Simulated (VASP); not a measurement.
A run of VASP 6.6.1:

INCAR

```
  PREC = Accurate
  ENCUT = 520
  EDIFF = 1E-6
  ISMEAR = 0
  SIGMA = 0.1
  LREAL = False
  LASPH = True
  NELM = 80
  ALGO = Normal
  ISIF = 2
  LWAVE = False
  LCHARG = False
  GGA = PE
  NBANDS = 27
```

The input KPOINTS:

```
regular mesh
0
Gamma
  6 6 2
```

The input POSCAR:

```
Cs2BaP2
1.0
    5.1506685276      0.0000000000      0.0000000000
   -2.5753342638      4.4606097914      0.0000000000
    0.0000000000      0.0000000000      8.2581573254
Cs Ba P
2 1 2
Direct
    0.3333333333      0.6666666667      0.3694400000
    0.6666666667      0.3333333333      0.6305600000
    0.0000000000      0.0000000000      0.0000000000
    0.3333333333      0.6666666667      0.7679300000
    0.6666666667      0.3333333333      0.2320700000
```

Potentials or basis: VASP PAW PBE potentials, release 64 (Cs_sv, Ba_sv, P).

Run with:

```sh
$ cat potpaw_PBE.64/Cs_sv/POTCAR potpaw_PBE.64/Ba_sv/POTCAR potpaw_PBE.64/P/POTCAR > POTCAR
$ mpirun -np 1 vasp_std > vasp.out
```

Hardware: 1 thread of Intel(R) Xeon(R) Platinum 8488C (Sapphire Rapids), with other jobs on the host.

Q: How long does it take, and how much memory?

A: It took 110 s on 1 thread of Intel(R) Xeon(R) Platinum 8488C (Sapphire Rapids) (shared host), peak memory 0.33 GiB. Counts: scf iterations 16, k points 14.
